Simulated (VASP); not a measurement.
Input of a VASP 6.6.1 run:

Contents of INCAR:

```
SYSTEM = Mg
  AGGAC = 1.0
  AGGAX = 1.0
  ALDAC = 0.0
  ALDAX = 1.0
  ALGO = Normal
  EDIFF = 1E-6
  ENCUT = 520
  GGA = B5
  ISIF = 2
  ISMEAR = -1
  LASPH = .TRUE.
  LCHARG = .FALSE.
  LREAL = .FALSE.
  LWAVE = .FALSE.
  NBANDS = 7
  NELM = 100
  PREC = Accurate
  SIGMA = 0.1
```

KPOINTS

```
k-points
0
G
  11 11 11
  0 0 0
```

POSCAR

```
Mg
1.0
    3.0912099286      0.0000000000      0.0000000000
    0.0000000000      3.0912099286      0.0000000000
    0.0000000000      0.0000000000      3.0912099286
Mg
1
Direct
    0.0000000000      0.0000000000      0.0000000000
```

Potentials or basis: VASP PAW PBE potentials, release 64 (Mg).

Launch:

```sh
$ cat potpaw_PBE.64/Mg/POTCAR > POTCAR
$ mpirun -np 1 vasp_std > vasp.out
```

(1) What does it give for the band gap on the k mesh?

(2) Estimate the pressure.

Results:

(1) zero (band 1 reaches 4.97 eV, above the bottom of band 2 at 0.62 eV).

(2) 0.0 GPa.

Caveat: the PAW data sets were made with another functional, which shifts forces and pressure a little.
